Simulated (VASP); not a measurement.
# ZrAg3 (Pm-3m) in VASP: notebook

The runs below take ZrAg3 through single point, with PBE, r2SCAN.

Everything below comes from runs of VASP 6.6.1. Logs are shortened: lines on timing, memory, paths and dates and some standing lists are left out, and cuts for length are marked.

### 1 The cell of the first run

Symmetry: Pm-3m, No. 221, cubic system. The conventional cell has a = 4.370 Å, b = 4.370 Å, c = 4.370 Å, α = 90.00°, β = 90.00°, γ = 90.00°. Within 4.1 Å of Zr (site symmetry m-3m) lie 12 Ag at 3.09 Å. Within 4.1 Å of Ag (site symmetry 4/mmm) lie 4 Zr at 3.09 Å and 8 Ag at 3.09 Å.

### 2 Single point, PBE (20.86 Å³/atom)

INCAR reads:

```
SYSTEM = ZrAg3
PREC = Accurate
ENCUT = 520
EDIFF = 1E-7
ISMEAR = 0
SIGMA = 0.05
LREAL = .FALSE.
LASPH = .TRUE.
NELM = 100
ALGO = Fast
ISIF = 2
LWAVE = .FALSE.
LCHARG = .FALSE.
GGA = PE
NBANDS = 30
```

KPOINTS reads:

```
regular mesh
0
G
  8 8 8
  0 0 0
```

POSCAR reads:

```
ZrAg3
1.0
    4.3700901556      0.0000000000      0.0000000000
    0.0000000000      4.3700901556      0.0000000000
    0.0000000000      0.0000000000      4.3700901556
Zr Ag
1 3
Direct
    0.0000000000      0.0000000000      0.0000000000
    0.0000000000      0.5000000000      0.5000000000
    0.5000000000      0.5000000000      0.0000000000
    0.5000000000      0.0000000000      0.5000000000
```

Potentials or basis: VASP PAW PBE potentials, release 64 (Zr_sv, Ag).

On the command line:

```console
$ cat potpaw_PBE.64/Zr_sv/POTCAR potpaw_PBE.64/Ag/POTCAR > POTCAR
$ mpirun -np 1 vasp_std > vasp.out
```

OUTCAR:

```text
SYSTEM = ZrAg3
   PREC = Accurate
   ENCUT = 520
   EDIFF = 1E-7
   ISMEAR = 0
   LREAL = .FALSE.
   LASPH = .TRUE.
   NELM = 100
   ISIF = 2
   GGA = PE

 ion  position               nearest neighbor table
   1  0.000  0.000  0.000-   2 3.09   3 3.09   4 3.09   2 3.09   4 3.09   2 3.09   3 3.09   2 3.09
                             3 3.09   4 3.09   4 3.09   3 3.09
   2  0.000  0.500  0.500-   1 3.09   3 3.09   4 3.09   1 3.09   3 3.09   1 3.09   4 3.09   1 3.09
                             3 3.09   4 3.09   3 3.09   4 3.09
   3  0.500  0.500  0.000-   1 3.09   2 3.09   4 3.09   2 3.09   4 3.09   1 3.09   4 3.09   4 3.09
                             1 3.09   2 3.09   2 3.09   1 3.09
   4  0.500  0.000  0.500-   1 3.09   2 3.09   3 3.09   1 3.09   3 3.09   2 3.09   3 3.09   3 3.09
                             1 3.09   2 3.09   1 3.09   2 3.09

  LATTYP: Found a simple cubic cell.
 ALAT       =     4.3700901556

  Lattice vectors:

 A1 = (   4.3700901556,   0.0000000000,   0.0000000000)
 A2 = (   0.0000000000,   4.3700901556,   0.0000000000)
 A3 = (   0.0000000000,   0.0000000000,   4.3700901556)

Analysis of symmetry for initial positions (statically):
=====================================================================
 Subroutine PRICEL returns:
 Original cell was already a primitive cell.

 Routine SETGRP: Setting up the symmetry group for a
 simple cubic supercell.

 Subroutine GETGRP returns: Found 48 space group operations
 (whereof 48 operations were pure point group operations)
 out of a pool of 48 trial point group operations.

The static configuration has the point symmetry O_h .

Analysis of symmetry for dynamics (positions and initial velocities):
=====================================================================
 Subroutine PRICEL returns:
 Original cell was already a primitive cell.

 Routine SETGRP: Setting up the symmetry group for a
 simple cubic supercell.

 Subroutine GETGRP returns: Found 48 space group operations
 (whereof 48 operations were pure point group operations)
 out of a pool of 48 trial point group operations.

The dynamic configuration has the point symmetry O_h .

 Subroutine INISYM returns: Found 48 space group operations
 (whereof 48 operations are pure point group operations),
 and found     1 'primitive' translations

----------------------------------------------------------------------------------------

                                     Primitive cell

  volume of cell :      83.4586

[... 95 lines left out ...]
   NSW    =      0    number of steps for IOM
   IBRION =     -1    ionic relax: 0-MD 1-quasi-New 2-CG
   NFREE  =      0    steps in history (QN), initial steepest desc. (CG)
   ISIF   =      2    stress and relaxation
   ISYM   =      2    0-nonsym 1-usesym 2-fastsym
   POTIM  = 0.5000    time-step for ionic-motion
   TEBEG  =    0.0;   TEEND  =   0.0 temperature during run
   PSTRESS=    0.0 pullay stress
   NELECT =      45.0000    total number of electrons
   NUPDOWN=      -1.0000    fix difference up-down
   EMIN   =  10.00;   EMAX   =-10.00  energy-range for DOS
   EFERMI =   0.00;   METHOD = LEGACY
   ISMEAR =     0;   SIGMA  =   0.05  broadening in eV -4-tet -1-fermi 0-gaus
   EFERMI_NEDOS =   21; number of points for ismear=-14 and -15
   IALGO  =     68    algorithm
   IMIX   =      4    mixing-type and parameters
     AMIX     =   0.40;   BMIX     =  1.00
     AMIX_MAG =   1.60;   BMIX_MAG =  1.00
  volume/ion in A,a.u.               =      20.86       140.80
  Fermi-wavevector in a.u.,A,eV,Ry     =   1.332463  2.517991 24.156580  1.775459
  Thomas-Fermi vector in A             =   2.461396
   LORBIT       =      0    0 simple, 1 ext, 2 COOP (PROOUT), +10 PAW based schemes
   GGA     = PE    functional components
   LHFCALC =     F    Hartree Fock is set to
   AEXX    =    0.0000 exact exchange contribution
   IVDW    =     0    specifies the selected vdW correction
   LEPSILON=     F    determine dielectric tensor
   LRPA    =     F    only Hartree local field effects (RPA)
 non-spin polarized calculation
 RMM-DIIS sequential band-by-band and
 Gauss-broadening in eV      SIGMA  =   0.05
  energy-cutoff  :      520.00
  volume of cell :       83.46
 maximum number of plane-waves:      2301
 NGX is ok and might be reduce to    36
   NGX = 17   NGY = 17   NGZ = 17

 number of electron      45.0000004 magnetization

 Free energy of the ion-electron system (eV)
  ---------------------------------------------------
  ext. energy  EPLUGINS =         0.00000000
  ---------------------------------------------------
  free energy    TOTEN  =       -15.81976024 eV

  energy without entropy =      -15.81231856  energy(sigma->0) =      -15.81603940

 E-fermi :   7.3688     XC(G=0): -11.2494

 val. band max:        7.3601764013   @ k =   0.5000   0.0000   0.0000
 cond. band min:       7.3724708916   @ k =   0.5000   0.5000   0.5000
 fundamental gap:      0.0122944903
 Fermi energy:         7.3688136308

 k-point     1 :       0.0000    0.0000    0.0000
  band No.  band energies     occupation
      1     -42.6488      2.00000
      2     -20.5937      2.00000
      3     -20.5937      2.00000
      4     -20.5937      2.00000
      5       0.6832      2.00000
      6       1.8413      2.00000
[... 781 lines left out ...]
     29      13.2448      0.00000
     30      13.9509      0.00000

 [... further k-points ...]

------------------------ aborting loop because EDIFF is reached ----------------------------------------

  FORCE on cell =-STRESS in cart. coord.  units (eV):
  Direction    XX          YY          ZZ          XY          YZ          ZX
  --------------------------------------------------------------------------------------
  -------------------------------------------------------------------------------------
  Total       -2.7694095     -2.7694095     -2.7694095      0.0000000      0.0000000     -0.0000000
  in kB      -53.1650922    -53.1650922    -53.1650922      0.0000000      0.0000000     -0.0000000
  external PRESSURE =     -53.1650922 kB  Pullay stress =       0.0000000 kB

 VOLUME and BASIS-vectors are now :
 -----------------------------------------------------------------------------
  energy-cutoff  :      520.00
  volume of cell :       83.46
      direct lattice vectors                 reciprocal lattice vectors
     4.370090156  0.000000000  0.000000000     0.228828231  0.000000000  0.000000000
     0.000000000  4.370090156  0.000000000     0.000000000  0.228828231  0.000000000
     0.000000000  0.000000000  4.370090156     0.000000000  0.000000000  0.228828231

 POSITION                                       TOTAL-FORCE (eV/Angst)
 -----------------------------------------------------------------------------------
      0.00000      0.00000      0.00000         0.000000      0.000000      0.000000
      0.00000      2.18505      2.18505         0.000000      0.000000      0.000000
      2.18505      2.18505      0.00000         0.000000      0.000000      0.000000
      2.18505      0.00000      2.18505         0.000000      0.000000      0.000000
 -----------------------------------------------------------------------------------
    total drift:                                0.000000      0.000000      0.000000

  FREE ENERGIE OF THE ION-ELECTRON SYSTEM (eV)
  ---------------------------------------------------
  free  energy   TOTEN  =       -15.8197602427 eV

  energy  without entropy=      -15.8123185564  energy(sigma->0) =      -15.81603940
```

stdout:

```text
POSCAR found type information on POSCAR ZrAg
 POSCAR found :  2 types and       4 ions
[... 30 lines left out ...]
 num prob  num prob  num prob  num prob  num prob  num prob  num prob  num prob  num prob  num prob  num prob  num prob  num prob  num prob  num prob  num prob  num prob  num prob  num prob  num prob  num prob  num prob  num prob  num prob  num prob  num prob  num prob  num prob  num prob  num prob  num prob  num prob  num prob  num prob  num prob WARNING in EDDRMM: call to ZHEGV failed, returncode =   8  4      7
 num prob  num prob  num prob WARNING in EDDRMM: call to ZHEGV failed, returncode =   8  4     21
 num prob  num prob  num prob  num prob  num prob  num prob  num prob  num prob  num prob  num prob  num prob  num prob  num prob  num prob  num prob  num prob  num prob  num prob  num prob WARNING in EDDRMM: call to ZHEGV failed, returncode =   8  4     21
 num prob  num prob  num prob  num prob  num pro
```

Wall time 4 min (1 thread of Oxide Virtual Turin-like, shared host); peak memory 0.22 GiB.

Results:

* Free energy: -15.8198 eV
* Pressure: -5.3 GPa
* Band gap on the k mesh: zero (an odd number of electrons rules out a gap without spin polarisation)

Levels at points of the mesh, in eV from the Fermi level:
```
           k point  band 19  band 20  band 21  band 22  band 23  band 24  band 25  band 26  band 27  band 28
(0.00, 0.00, 0.00)    -3.04    -3.04     0.43     0.43     1.70     1.70     1.70     1.97     1.97     1.97
(0.50, 0.00, 0.00)    -3.51    -3.47    -3.04    -0.01    -0.01     0.14     1.39     1.86     4.89     5.48
(0.50, 0.50, 0.00)    -3.73    -3.37    -2.07    -0.85    -0.85     0.41     0.41     1.43     2.51     3.32
(0.50, 0.50, 0.50)    -3.23    -0.38    -0.38    -0.38    -0.06     0.00     0.00     0.00     1.94     1.94
```

Caveat: the cell stands under tension.

### 3 Single point, PBE (21.45 Å³/atom)

This run uses another cell than the first one, of 21.45 Å³/atom.

INCAR reads:

```
SYSTEM = ZrAg3
PREC     = Accurate       ! precision mode
ENCUT    = 520            ! plane-wave cutoff, eV
EDIFF    = 1E-6           ! SCF threshold, eV
ISMEAR   = 0              ! smearing method
SIGMA    = 0.05           ! smearing width, eV
LREAL    = .FALSE.        ! projectors in reciprocal space
LASPH    = .TRUE.         ! aspherical terms in the spheres
NELM     = 80             ! most SCF steps
ALGO     = Normal         ! electronic algorithm
ISIF     = 2              ! what is computed and relaxed
LWAVE    = .FALSE.        ! write WAVECAR
LCHARG   = .FALSE.        ! write CHGCAR
GGA      = PE             ! functional
NBANDS   = 30             ! bands
```

KPOINTS reads:

```
Automatic mesh
0
G
  8 8 8
  0 0 0
```

POSCAR reads:

```
ZrAg3
1.0
    4.4105562557      0.0000000000      0.0000000000
    0.0000000000      4.4105562557      0.0000000000
    0.0000000000      0.0000000000      4.4105562557
Zr Ag
1 3
Direct
    0.0000000000      0.0000000000      0.0000000000
    0.0000000000      0.5000000000      0.5000000000
    0.5000000000      0.5000000000      0.0000000000
    0.5000000000      0.0000000000      0.5000000000
```

Potentials or basis: VASP PAW PBE potentials, release 64 (Zr_sv, Ag).

On the command line:

```console
$ cat potpaw_PBE.64/Zr_sv/POTCAR potpaw_PBE.64/Ag/POTCAR > POTCAR
$ mpirun -np 1 vasp_std > vasp.out
```

Wall time 2 min (1 thread of Oxide Virtual Turin-like, shared host); peak memory 0.21 GiB.

The run converged. Its results:

```yaml
Free_energy: -15.7307 eV
Pressure: -7.0 GPa
Band_gap_on_the_k_mesh: zero (an odd number of electrons rules out a gap without spin polarisation)
```

Levels at points of the mesh, in eV from the Fermi level:
| k point | band 20 | band 21 | band 22 | band 23 | band 24 | band 25 |
| --- | --- | --- | --- | --- | --- | --- |
| (0.00, 0.00, 0.00) | -3.02 | 0.39 | 0.39 | 1.70 | 1.70 | 1.70 |
| (0.50, 0.00, 0.00) | -3.40 | -3.02 | 0.00 | 0.00 | 0.13 | 1.34 |
| (0.50, 0.50, 0.00) | -3.26 | -2.00 | -0.87 | -0.87 | 0.40 | 0.40 |
| (0.50, 0.50, 0.50) | -0.41 | -0.41 | -0.41 | 0.02 | 0.02 | 0.02 |

Caveat: the cell stands under tension.

### 4 Single point, r2SCAN

This run uses another cell than the first one, of 19.50 Å³/atom.

POSCAR reads:

```
ZrAg3
1.0
    4.2726351013      0.0000000000      0.0000000000
    0.0000000000      4.2726351013      0.0000000000
    0.0000000000      0.0000000000      4.2726351013
Zr Ag
1 3
Direct
    0.0000000000      0.0000000000      0.0000000000
    0.0000000000      0.5000000000      0.5000000000
    0.5000000000      0.5000000000      0.0000000000
    0.5000000000      0.0000000000      0.5000000000
```

INCAR.step1 reads:

```
SYSTEM = ZrAg3
PREC     = Accurate       ! precision mode
ENCUT    = 520            ! plane-wave cutoff, eV
ISMEAR   = 0              ! smearing method
SIGMA    = 0.05           ! smearing width, eV
LREAL    = .False.        ! projectors in reciprocal space
LASPH    = .True.         ! aspherical terms in the spheres
NELM     = 60             ! most SCF steps
NBANDS   = 30             ! bands
GGA      = PE             ! functional
ALGO     = Normal         ! electronic algorithm
EDIFF    = 1E-4           ! SCF threshold, eV
LWAVE    = .True.         ! write WAVECAR
LCHARG   = .False.        ! write CHGCAR
```

INCAR.step2 reads:

```
SYSTEM = ZrAg3
PREC     = Accurate       ! precision mode
ENCUT    = 520            ! plane-wave cutoff, eV
EDIFF    = 1E-6           ! SCF threshold, eV
ISMEAR   = 0              ! smearing method
SIGMA    = 0.05           ! smearing width, eV
LREAL    = .False.        ! projectors in reciprocal space
LASPH    = .True.         ! aspherical terms in the spheres
NELM     = 60             ! most SCF steps
ALGO     = Normal         ! electronic algorithm
ISIF     = 2              ! what is computed and relaxed
LWAVE    = .False.        ! write WAVECAR
LCHARG   = .False.        ! write CHGCAR
METAGGA  = R2SCAN         ! meta-GGA
LMIXTAU  = .True.       
NBANDS   = 30             ! bands
ISTART   = 1
```

KPOINTS reads:

```
Automatic mesh
0
Gamma
  8 8 8
  0 0 0
```

Potentials or basis: VASP PAW PBE potentials, release 64 (Zr_sv, Ag).

On the command line:

```console
$ cat potpaw_PBE.64/Zr_sv/POTCAR potpaw_PBE.64/Ag/POTCAR > POTCAR
$ cp INCAR.step1 INCAR
$ mpirun -np 1 vasp_std > vasp.out
$ cp INCAR.step2 INCAR
$ mpirun -np 1 vasp_std > vasp.out
```

OUTCAR:

```text
SYSTEM = ZrAg3
   PREC = Accurate
   ENCUT = 520
   EDIFF = 1E-6
   ISMEAR = 0
   LREAL = .False.
   LASPH = .True.
   NELM = 60
   ISIF = 2
   METAGGA = R2SCAN
   ISTART = 1

 ion  position               nearest neighbor table
   1  0.000  0.000  0.000-   2 3.02   3 3.02   4 3.02   2 3.02   4 3.02   2 3.02   3 3.02   2 3.02
                             3 3.02   4 3.02   4 3.02   3 3.02
   2  0.000  0.500  0.500-   1 3.02   3 3.02   4 3.02   1 3.02   3 3.02   1 3.02   4 3.02   1 3.02
                             3 3.02   4 3.02   3 3.02   4 3.02
   3  0.500  0.500  0.000-   1 3.02   2 3.02   4 3.02   2 3.02   4 3.02   1 3.02   4 3.02   4 3.02
                             1 3.02   2 3.02   2 3.02   1 3.02
   4  0.500  0.000  0.500-   1 3.02   2 3.02   3 3.02   1 3.02   3 3.02   2 3.02   3 3.02   3 3.02
                             1 3.02   2 3.02   1 3.02   2 3.02

  LATTYP: Found a simple cubic cell.
 ALAT       =     4.2726351013

  Lattice vectors:

 A1 = (   4.2726351013,   0.0000000000,   0.0000000000)
 A2 = (   0.0000000000,   4.2726351013,   0.0000000000)
 A3 = (   0.0000000000,   0.0000000000,   4.2726351013)

Analysis of symmetry for initial positions (statically):
[... 178 lines left out ...]
 E-fermi :   8.1708     XC(G=0): -12.4616

 val. band max:        8.1701809409   @ k =   0.3750   0.3750   0.2500
 cond. band min:       8.1726156204   @ k =   0.5000   0.3750   0.3750
 fundamental gap:      0.0024346796
 Fermi energy:         8.1708339823

 k-point     1 :       0.0000    0.0000    0.0000
  band No.  band energies     occupation
      1     -43.5315      2.00000
      2     -20.7952      2.00000
      3     -20.7952      2.00000
      4     -20.7952      2.00000
      5       0.7907      2.00000
      6       1.9248      2.00000
[... 781 lines left out ...]
     29      14.7049      0.00000
     30      15.5048      0.00000

 [... further k-points ...]

------------------------ aborting loop because EDIFF is reached ----------------------------------------

  FORCE on cell =-STRESS in cart. coord.  units (eV):
  Direction    XX          YY          ZZ          XY          YZ          ZX
  --------------------------------------------------------------------------------------
  -------------------------------------------------------------------------------------
  Total       -1.1061872     -1.1061872     -1.1061872      0.0000000     -0.0000000     -0.0000000
  in kB      -22.7222739    -22.7222739    -22.7222739      0.0000000     -0.0000000     -0.0000000
  external PRESSURE =     -22.7222739 kB  Pullay stress =       0.0000000 kB

 VOLUME and BASIS-vectors are now :
 -----------------------------------------------------------------------------
  energy-cutoff  :      520.00
  volume of cell :       78.00
      direct lattice vectors                 reciprocal lattice vectors
     4.272635101  0.000000000  0.000000000     0.234047602  0.000000000  0.000000000
     0.000000000  4.272635101  0.000000000     0.000000000  0.234047602  0.000000000
     0.000000000  0.000000000  4.272635101     0.000000000  0.000000000  0.234047602

 POSITION                                       TOTAL-FORCE (eV/Angst)
 -----------------------------------------------------------------------------------
      0.00000      0.00000      0.00000         0.000000      0.000000      0.000000
      0.00000      2.13632      2.13632         0.000000      0.000000      0.000000
      2.13632      2.13632      0.00000         0.000000      0.000000      0.000000
      2.13632      0.00000      2.13632         0.000000      0.000000      0.000000
 -----------------------------------------------------------------------------------
    total drift:                                0.000000     -0.000000     -0.000000

  FREE ENERGIE OF THE ION-ELECTRON SYSTEM (eV)
  ---------------------------------------------------
  free  energy   TOTEN  =       -85.9056564933 eV

  energy  without entropy=      -85.8970628498  energy(sigma->0) =      -85.90135967
```

Run time: 6.4 min. Hardware: 1 thread of Oxide Virtual Turin-like, shared host; peak memory 0.2 GiB.

What came out:

```
Free energy            : -85.9057 eV
Pressure               : -2.3 GPa
Band gap on the k mesh : zero (an odd number of electrons rules out a gap without spin polarisation)
```

Caveat: the PAW data sets were made with another functional, which shifts forces and pressure a little.

### 5 Overview

```csv
level,cell,gap on the mesh (eV),pressure (GPa)
PBE,"a = 4.370 Å, 4 atoms",none,-5.3
PBE,"a = 4.411 Å, 4 atoms",none,-7.0
r2SCAN,"a = 4.273 Å, 4 atoms",none,-2.3
```

Alike in all rows: task single point; potentials or basis VASP PAW PBE potentials, release 64 (Zr_sv, Ag); no spin polarisation; k mesh 8 × 8 × 8; cutoff (eV) 520; smearing gaussian 0.05 eV.

Caveats: the cell stands under tension (at least some runs); the PAW data sets were made with another functional, which shifts forces and pressure a little (at least some runs).

Absolute energies hang on the potentials; compare differences alone.

The gap in the log of VASP goes by the Fermi energy; the results here count the filled bands.